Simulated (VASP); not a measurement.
# Rh (Fm-3m) in VASP: notebook

Rh is run at these levels: PBEsol, BLYP, r2SCAN; tasks: single point.

All numbers are computed with VASP 6.6.1; they aren't measurements. Logs are shortened: lines on timing, memory, paths and dates and some standing lists are left out, and cuts for length are marked.

### Step 1. The cell of the first run

The structure is cubic, space group Fm-3m (No. 225). Conventional cell: a = 3.796 Å, b = 3.796 Å, c = 3.796 Å, α = 90.00°, β = 90.00°, γ = 90.00°. Within 3.5 Å of Rh (site symmetry m-3m) lie 12 Rh at 2.68 Å.

### Step 2. Single point, PBEsol

INCAR reads:

```
SYSTEM = Rh
PREC = Accurate
ENCUT = 500
EDIFF = 1E-6
ISMEAR = -1
SIGMA = 0.1
LREAL = .False.
LASPH = .True.
NELM = 120
ALGO = Normal
ISIF = 2
LWAVE = .False.
LCHARG = .False.
GGA = PS
NBANDS = 14
GGA_COMPAT = .False.
```

KPOINTS reads:

```
Automatic mesh
0
Gamma
  12 12 12
  0 0 0
```

POSCAR reads:

```
Rh
1.0
    0.0000000000      1.8978500000      1.8978500000
    1.8978500000      0.0000000000      1.8978500000
    1.8978500000      1.8978500000      0.0000000000
Rh
1
Direct
    0.0000000000      0.0000000000      0.0000000000
```

Potentials or basis: VASP PAW PBE potentials, release 64 (Rh_pv).

Run with:

```sh
cat potpaw_PBE.64/Rh_pv/POTCAR > POTCAR
mpirun -np 1 vasp_std > vasp.out
```

OUTCAR:

```text
SYSTEM = Rh
   PREC = Accurate
   ENCUT = 500
   EDIFF = 1E-6
   ISMEAR = -1
   LREAL = .False.
   LASPH = .True.
   NELM = 120
   ISIF = 2
   GGA = PS

 ion  position               nearest neighbor table
   1  0.000  0.000  0.000-

  LATTYP: Found a face centered cubic cell.
 ALAT       =     3.7957000000

  Lattice vectors:

 A1 = (   0.0000000000,   1.8978500000,   1.8978500000)
 A2 = (   1.8978500000,   0.0000000000,   1.8978500000)
 A3 = (   1.8978500000,   1.8978500000,   0.0000000000)

Analysis of symmetry for initial positions (statically):
=====================================================================
 Subroutine PRICEL returns:
 Original cell was already a primitive cell.

 Routine SETGRP: Setting up the symmetry group for a
 face centered cubic supercell.

 Subroutine GETGRP returns: Found 48 space group operations
 (whereof 48 operations were pure point group operations)
 out of a pool of 48 trial point group operations.

The static configuration has the point symmetry O_h .

Analysis of symmetry for dynamics (positions and initial velocities):
=====================================================================
 Subroutine PRICEL returns:
 Original cell was already a primitive cell.

 Routine SETGRP: Setting up the symmetry group for a
 face centered cubic supercell.

 Subroutine GETGRP returns: Found 48 space group operations
 (whereof 48 operations were pure point group operations)
 out of a pool of 48 trial point group operations.

The dynamic configuration has the point symmetry O_h .

 Subroutine INISYM returns: Found 48 space group operations
 (whereof 48 operations are pure point group operations),
 and found     1 'primitive' translations

----------------------------------------------------------------------------------------

                                     Primitive cell

  volume of cell :      13.6715

  direct lattice vectors                    reciprocal lattice vectors
     0.000000000  1.897850000  1.897850000    -0.263456016  0.263456016  0.263456016
     1.897850000  0.000000000  1.897850000     0.263456016 -0.263456016  0.263456016
     1.897850000  1.897850000  0.000000000     0.263456016  0.263456016 -0.263456016

  length of vectors
     2.683965209  2.683965209  2.683965209     0.456319205  0.456319205  0.456319205

  position of ions in fractional coordinates (direct lattice)
     0.000000000  0.000000000  0.000000000

  ion indices of the primitive-cell ions
   primitive index   ion index
                 1           1

[... 77 lines left out ...]
   ISIF   =      2    stress and relaxation
   ISYM   =      2    0-nonsym 1-usesym 2-fastsym
   POTIM  = 0.5000    time-step for ionic-motion
   TEBEG  =    0.0;   TEEND  =   0.0 temperature during run
   PSTRESS=    0.0 pullay stress
   NELECT =      15.0000    total number of electrons
   NUPDOWN=      -1.0000    fix difference up-down
   EMIN   =  10.00;   EMAX   =-10.00  energy-range for DOS
   EFERMI =   0.00;   METHOD = LEGACY
   ISMEAR =    -1;   SIGMA  =   0.10  broadening in eV -4-tet -1-fermi 0-gaus
   EFERMI_NEDOS =   21; number of points for ismear=-14 and -15
   IALGO  =     38    algorithm
   IMIX   =      4    mixing-type and parameters
     AMIX     =   0.40;   BMIX     =  1.00
     AMIX_MAG =   1.60;   BMIX_MAG =  1.00
  volume/ion in A,a.u.               =      13.67        92.26
  Fermi-wavevector in a.u.,A,eV,Ry     =   1.688496  3.190795 38.790465  2.851019
  Thomas-Fermi vector in A             =   2.770792
   LORBIT       =      0    0 simple, 1 ext, 2 COOP (PROOUT), +10 PAW based schemes
   GGA     = PS    functional components
   LHFCALC =     F    Hartree Fock is set to
   AEXX    =    0.0000 exact exchange contribution
   IVDW    =     0    specifies the selected vdW correction
   LEPSILON=     F    determine dielectric tensor
   LRPA    =     F    only Hartree local field effects (RPA)
 non-spin polarized calculation
  energy-cutoff  :      500.00
  volume of cell :       13.67
 maximum number of plane-waves:       360
   NGX =  9   NGY =  9   NGZ =  9

 number of electron      15.0000007 magnetization

 Free energy of the ion-electron system (eV)
  ---------------------------------------------------
  ext. energy  EPLUGINS =         0.00000000
  ---------------------------------------------------
  free energy    TOTEN  =        -8.15785299 eV

  energy without entropy =       -8.11835158  energy(sigma->0) =       -8.13810229

 E-fermi :  11.8377     XC(G=0): -14.2563

 val. band max:       11.7877110458   @ k =  -0.3333   0.3333   0.0000
 cond. band min:      11.9115063212   @ k =   0.3333   0.1667   0.0000
 fundamental gap:      0.1237952755
 Fermi energy:        11.8376636118

 k-point     1 :       0.0000    0.0000    0.0000
  band No.  band energies     occupation
      1     -34.4984      2.00000
      2     -34.4984      2.00000
      3     -34.4984      2.00000
      4       3.7626      2.00000
      5       8.7290      2.00000
      6       8.7290      2.00000
      7       8.7290      2.00000
      8      10.8572      1.99989
      9      10.8572      1.99989
     10      27.7907      0.00000
     11      32.1827      0.00000
     12      33.2707      0.00000
     13      33.2707      0.00000
     14      33.2707      0.00000
[... 377 lines left out ...]
      1     -35.1797      2.00000
      2     -34.7387      2.00000
      3     -34.6299      2.00000
      4       6.3831      2.00000
      5       8.0601      2.00000
      6       9.3371      2.00000
      7       9.7463      2.00000
      8      12.1164      0.11597
      9      15.9596      0.00000
     10      20.5904      0.00000
     11      27.8720      0.00000
     12      30.7269      0.00000
     13      32.1901      0.00000
     14      32.4110      0.00000

 [... further k-points ...]
[... 5 lines left out ...]
  --------------------------------------------------------------------------------------
  -------------------------------------------------------------------------------------
  Total       -0.2887522     -0.2887522     -0.2887522      0.0000000     -0.0000000      0.0000000
  in kB      -33.8392059    -33.8392059    -33.8392059      0.0000000     -0.0000000      0.0000000
  external PRESSURE =     -33.8392059 kB  Pullay stress =       0.0000000 kB

 VOLUME and BASIS-vectors are now :
 -----------------------------------------------------------------------------
  energy-cutoff  :      500.00
  volume of cell :       13.67
      direct lattice vectors                 reciprocal lattice vectors
     0.000000000  1.897850000  1.897850000    -0.263456016  0.263456016  0.263456016
     1.897850000  0.000000000  1.897850000     0.263456016 -0.263456016  0.263456016
     1.897850000  1.897850000  0.000000000     0.263456016  0.263456016 -0.263456016

 POSITION                                       TOTAL-FORCE (eV/Angst)
 -----------------------------------------------------------------------------------
      0.00000      0.00000      0.00000        -0.000000     -0.000000      0.000000
 -----------------------------------------------------------------------------------
    total drift:                               -0.000000     -0.000000     -0.000000

  FREE ENERGIE OF THE ION-ELECTRON SYSTEM (eV)
  ---------------------------------------------------
  free  energy   TOTEN  =        -8.1578529905 eV

  energy  without entropy=       -8.1183515830  energy(sigma->0) =       -8.13810229
```

OSZICAR:

```text
N       E                     dE             d eps       ncg     rms          rms(c)
DAV:   1     0.114021326398E+03    0.11402E+03   -0.86545E+03  2028   0.112E+03
DAV:   2    -0.738022285221E+01   -0.12140E+03   -0.11613E+03  2214   0.333E+02
DAV:   3    -0.879340139739E+01   -0.14132E+01   -0.14111E+01  2466   0.394E+01
DAV:   4    -0.879834767081E+01   -0.49463E-02   -0.49462E-02  2340   0.239E+00
DAV:   5    -0.879839000802E+01   -0.42337E-04   -0.42339E-04  2334   0.195E-01    0.112E+01
DAV:   6    -0.818431403830E+01    0.61408E+00   -0.99636E-01  2130   0.140E+01    0.347E+00
DAV:   7    -0.816282712750E+01    0.21487E-01   -0.22300E-02  2304   0.177E+00    0.160E+00
DAV:   8    -0.815805751162E+01    0.47696E-02   -0.43486E-03  2136   0.904E-01    0.224E-01
DAV:   9    -0.815784810587E+01    0.20941E-03   -0.15878E-04  2076   0.177E-01    0.222E-02
DAV:  10    -0.815785275730E+01   -0.46514E-05   -0.24157E-06  2320   0.181E-02    0.463E-03
DAV:  11    -0.815785299047E+01   -0.23316E-06   -0.37095E-07  1074   0.859E-03
   1 F= -.81578530E+01 E0= -.81381023E+01  d E =-.395014E-01
```

stdout:

```text
POSCAR found type information on POSCAR Rh
 POSCAR found :  1 types and       1 ions
 scaLAPACK will be used
 -----------------------------------------------------------------------------
|                                                                             |
|                                                                             |
|     You enforced a specific xc type in the INCAR file but a different       |
|     I HOPE YOU KNOW WHAT YOU ARE DOING!                                     |
|                                                                             |
 -----------------------------------------------------------------------------

 LDA part: xc-table for (Slater+PW92), standard interpolation
 POSCAR, INCAR and KPOINTS ok, starting setup
 FFT: planning ... GRIDC
 FFT: planning ... GRID_SOFT
 FFT: planning ... GRID
 WAVECAR not read
 entering main loop
```

Run time: 6.8 s. Hardware: 1 thread of AMD EPYC 9R45 (Zen 5), shared host; peak memory 0.1 GiB.

Results:

* Free energy: -8.1579 eV
* Pressure: -3.4 GPa

Levels at points of the mesh, in eV from the Fermi level:
```tsv
k point	band 4	band 5	band 6	band 7	band 8	band 9	band 10	band 11
(0.00, 0.00, 0.00)	-8.08	-3.11	-3.11	-3.11	-0.98	-0.98	15.95	20.35
(0.50, 0.00, 0.00)	-6.20	-3.18	-3.18	0.60	0.60	0.67	8.66	15.46
(0.50, 0.50, 0.00)	-6.38	-6.01	0.57	1.01	1.01	3.21	12.31	13.28
```

Caveat: the PAW data sets were made with another functional, which shifts forces and pressure a little.

### Step 3. Single point, BLYP

INCAR, as its differences from that of step 2:

```diff
@@ -13,3 +13,7 @@
 LCHARG = .False.
-GGA = PS
+GGA = B5
+ALDAX = 1.0
+AGGAX = 1.0
+AGGAC = 1.0
+ALDAC = 0.0
 NBANDS = 14
```

KPOINTS reads:

```
regular mesh
0
Gamma
  12 12 12
  0 0 0
```

POSCAR is that of step 2.

Potentials or basis: VASP PAW PBE potentials, release 64 (Rh_pv).

Run with:

```sh
cat potpaw_PBE.64/Rh_pv/POTCAR > POTCAR
mpirun -np 1 vasp_std > vasp.out
```

OUTCAR:

```text
SYSTEM = Rh
   PREC = Accurate
   ENCUT = 500
   EDIFF = 1E-6
   ISMEAR = -1
   LREAL = .False.
   LASPH = .True.
   NELM = 120
   ISIF = 2
   GGA = B5

 ion  position               nearest neighbor table
   1  0.000  0.000  0.000-

  LATTYP: Found a face centered cubic cell.
 ALAT       =     3.7957000000

  Lattice vectors:

 A1 = (   0.0000000000,   1.8978500000,   1.8978500000)
 A2 = (   1.8978500000,   0.0000000000,   1.8978500000)
 A3 = (   1.8978500000,   1.8978500000,   0.0000000000)

Analysis of symmetry for initial positions (statically):
=====================================================================
 Subroutine PRICEL returns:
 Original cell was already a primitive cell.

 Routine SETGRP: Setting up the symmetry group for a
 face centered cubic supercell.

 Subroutine GETGRP returns: Found 48 space group operations
 (whereof 48 operations were pure point group operations)
 out of a pool of 48 trial point group operations.

The static configuration has the point symmetry O_h .

Analysis of symmetry for dynamics (positions and initial velocities):
=====================================================================
 Subroutine PRICEL returns:
 Original cell was already a primitive cell.

 Routine SETGRP: Setting up the symmetry group for a
 face centered cubic supercell.

 Subroutine GETGRP returns: Found 48 space group operations
 (whereof 48 operations were pure point group operations)
 out of a pool of 48 trial point group operations.

The dynamic configuration has the point symmetry O_h .

 Subroutine INISYM returns: Found 48 space group operations
 (whereof 48 operations are pure point group operations),
 and found     1 'primitive' translations

----------------------------------------------------------------------------------------

                                     Primitive cell

  volume of cell :      13.6715

  direct lattice vectors                    reciprocal lattice vectors
     0.000000000  1.897850000  1.897850000    -0.263456016  0.263456016  0.263456016
     1.897850000  0.000000000  1.897850000     0.263456016 -0.263456016  0.263456016
[... 108 lines left out ...]
   GGA     = B5    functional components
   LHFCALC =     F    Hartree Fock is set to
   AEXX    =    0.0000 exact exchange contribution
   IVDW    =     0    specifies the selected vdW correction
   LEPSILON=     F    determine dielectric tensor
   LRPA    =     F    only Hartree local field effects (RPA)
 non-spin polarized calculation
  energy-cutoff  :      500.00
  volume of cell :       13.67
 maximum number of plane-waves:       360
   NGX =  9   NGY =  9   NGZ =  9

 number of electron      15.0000007 magnetization

 Free energy of the ion-electron system (eV)
  ---------------------------------------------------
  ext. energy  EPLUGINS =         0.00000000
  ---------------------------------------------------
  free energy    TOTEN  =        -6.10489788 eV

  energy without entropy =       -6.06283271  energy(sigma->0) =       -6.08386529

 E-fermi :  12.5247     XC(G=0): -13.4175

 val. band max:       12.4662821458   @ k =  -0.3333   0.3333   0.0000
 cond. band min:      12.5586676161   @ k =   0.4167   0.0000   0.0000
 fundamental gap:      0.0923854703
 Fermi energy:        12.5247398283

 k-point     1 :       0.0000    0.0000    0.0000
  band No.  band energies     occupation
      1     -33.6815      2.00000
      2     -33.6815      2.00000
      3     -33.6815      2.00000
      4       4.7503      2.00000
      5       9.4233      2.00000
      6       9.4233      2.00000
      7       9.4233      2.00000
      8      11.5039      1.99993
      9      11.5039      1.99993
     10      28.8291      0.00000
     11      32.7805      0.00000
     12      34.1864      0.00000
     13      34.1864      0.00000
     14      34.1864      0.00000
[... 377 lines left out ...]
      1     -34.3679      2.00000
      2     -33.9239      2.00000
      3     -33.8144      2.00000
      4       7.1747      2.00000
      5       8.7847      2.00000
      6      10.0196      2.00000
      7      10.5601      2.00000
      8      12.7839      0.13930
      9      16.8492      0.00000
     10      21.4067      0.00000
     11      28.8988      0.00000
     12      31.6412      0.00000
     13      32.7909      0.00000
     14      33.2752      0.00000

 [... further k-points ...]
[... 5 lines left out ...]
  --------------------------------------------------------------------------------------
  -------------------------------------------------------------------------------------
  Total        1.9158484      1.9158484      1.9158484      0.0000000     -0.0000000      0.0000000
  in kB      224.5205402    224.5205402    224.5205402      0.0000000     -0.0000000      0.0000000
  external PRESSURE =     224.5205402 kB  Pullay stress =       0.0000000 kB

 VOLUME and BASIS-vectors are now :
 -----------------------------------------------------------------------------
  energy-cutoff  :      500.00
  volume of cell :       13.67
      direct lattice vectors                 reciprocal lattice vectors
     0.000000000  1.897850000  1.897850000    -0.263456016  0.263456016  0.263456016
     1.897850000  0.000000000  1.897850000     0.263456016 -0.263456016  0.263456016
     1.897850000  1.897850000  0.000000000     0.263456016  0.263456016 -0.263456016

 POSITION                                       TOTAL-FORCE (eV/Angst)
 -----------------------------------------------------------------------------------
      0.00000      0.00000      0.00000        -0.000000      0.000000     -0.000000
 -----------------------------------------------------------------------------------
    total drift:                               -0.000000     -0.000000     -0.000000

  FREE ENERGIE OF THE ION-ELECTRON SYSTEM (eV)
  ---------------------------------------------------
  free  energy   TOTEN  =        -6.1048978768 eV

  energy  without entropy=       -6.0628327052  energy(sigma->0) =       -6.08386529
```

OSZICAR:

```text
N       E                     dE             d eps       ncg     rms          rms(c)
DAV:   1     0.116779314693E+03    0.11678E+03   -0.86741E+03  2028   0.112E+03
DAV:   2    -0.511713595071E+01   -0.12190E+03   -0.11659E+03  2208   0.333E+02
DAV:   3    -0.653381794260E+01   -0.14167E+01   -0.14146E+01  2454   0.396E+01
DAV:   4    -0.653883353933E+01   -0.50156E-02   -0.50155E-02  2292   0.241E+00
DAV:   5    -0.653887757099E+01   -0.44032E-04   -0.44030E-04  2310   0.199E-01    0.992E+00
DAV:   6    -0.612222118027E+01    0.41666E+00   -0.69095E-01  2118   0.115E+01    0.356E+00
DAV:   7    -0.610789479215E+01    0.14326E-01   -0.13401E-02  2280   0.146E+00    0.168E+00
DAV:   8    -0.610504676684E+01    0.28480E-02   -0.38318E-03  2082   0.841E-01    0.192E-01
DAV:   9    -0.610489175606E+01    0.15501E-03   -0.16176E-04  2154   0.178E-01    0.235E-02
DAV:  10    -0.610489753887E+01   -0.57828E-05   -0.47417E-06  2280   0.241E-02    0.286E-03
DAV:  11    -0.610489787680E+01   -0.33793E-06   -0.28028E-07  1062   0.742E-03
   1 F= -.61048979E+01 E0= -.60838653E+01  d E =-.420652E-01
```

Wall time 11 s (1 thread of AMD EPYC 9R45 (Zen 5), shared host); peak memory 0.1 GiB.

Results:

```yaml
Free_energy: -6.1049 eV
Pressure: 22.5 GPa
```

Caveat: the PAW data sets were made with another functional, which shifts forces and pressure a little.

### Step 4. Single point, r2SCAN

POSCAR is that of step 3.

INCAR.step1 reads:

```
ALGO     = Normal         # electronic algorithm
EDIFF    = 1E-5           # SCF threshold, eV
ENCUT    = 550            # plane-wave cutoff, eV
GGA      = PE             # functional
GGA_COMPAT= False        
ISMEAR   = -1             # smearing method
LASPH    = True           # aspherical terms in the spheres
LCHARG   = False          # write CHGCAR
LREAL    = False          # projectors in reciprocal space
LWAVE    = True           # write WAVECAR
NBANDS   = 14             # bands
NELM     = 120            # most SCF steps
PREC     = Accurate       # precision mode
SIGMA    = 0.1            # smearing width, eV
```

INCAR.step2 reads:

```
ALGO     = Normal         # electronic algorithm
EDIFF    = 1E-6           # SCF threshold, eV
ENCUT    = 550            # plane-wave cutoff, eV
GGA_COMPAT= False        
ISIF     = 2              # what is computed and relaxed
ISMEAR   = -1             # smearing method
ISTART   = 1            
LASPH    = True           # aspherical terms in the spheres
LCHARG   = False          # write CHGCAR
LMIXTAU  = True         
LREAL    = False          # projectors in reciprocal space
LWAVE    = False          # write WAVECAR
METAGGA  = R2SCAN         # meta-GGA
NBANDS   = 14             # bands
NELM     = 120            # most SCF steps
PREC     = Accurate       # precision mode
SIGMA    = 0.1            # smearing width, eV
```

KPOINTS reads:

```
k-points
0
Gamma
  12 12 12
```

Run with:

```sh
cat potpaw_PBE.64/Rh_pv/POTCAR > POTCAR
cp INCAR.step1 INCAR
mpirun -np 1 vasp_std > vasp.out
cp INCAR.step2 INCAR
mpirun -np 1 vasp_std > vasp.out
```

Wall time 46 s (1 thread of AMD EPYC 9R45 (Zen 5), shared host); peak memory 0.12 GiB.

Results (log left out):

- Free energy: -24.1555 eV
- Pressure: 2.3 GPa

Levels at points of the mesh, in eV from the Fermi level:
```
           k point  band 3  band 4  band 5  band 6  band 7  band 8  band 9  band 10  band 11  band 12
(0.00, 0.00, 0.00)  -47.79   -8.21   -3.19   -3.19   -3.19   -1.07   -1.07    16.73    17.37    22.51
(0.50, 0.00, 0.00)  -47.90   -6.37   -3.30   -3.30    0.60    0.60    0.91     9.16    16.29    17.37
(0.50, 0.50, 0.00)  -48.09   -6.59   -6.22    0.53    1.07    1.07    3.51    12.96    14.06    14.06
```

Caveat: the PAW data sets were made with another functional, which shifts forces and pressure a little.

### Step 5. Overview

```tsv
level	cutoff (eV)	gap on the mesh (eV)	pressure (GPa)
PBEsol	500	none	-3.4
BLYP	500	none	22.5
r2SCAN	550	none	2.3
```

Alike in all rows: task single point; potentials or basis VASP PAW PBE potentials, release 64 (Rh_pv); no spin polarisation; cell as given; k mesh 12 × 12 × 12; smearing fermi-dirac 0.1 eV.

Every run on the cell as given and a fine mesh finds a metal. The pressure there spans -3.4 GPa (PBEsol) to 22.5 GPa (BLYP); a positive pressure means that this level wants a larger cell, a negative one a smaller.

Caveats: the PAW data sets were made with another functional, which shifts forces and pressure a little.

Total energies depend on the potentials used, so only differences within one code and one set of settings carry meaning.
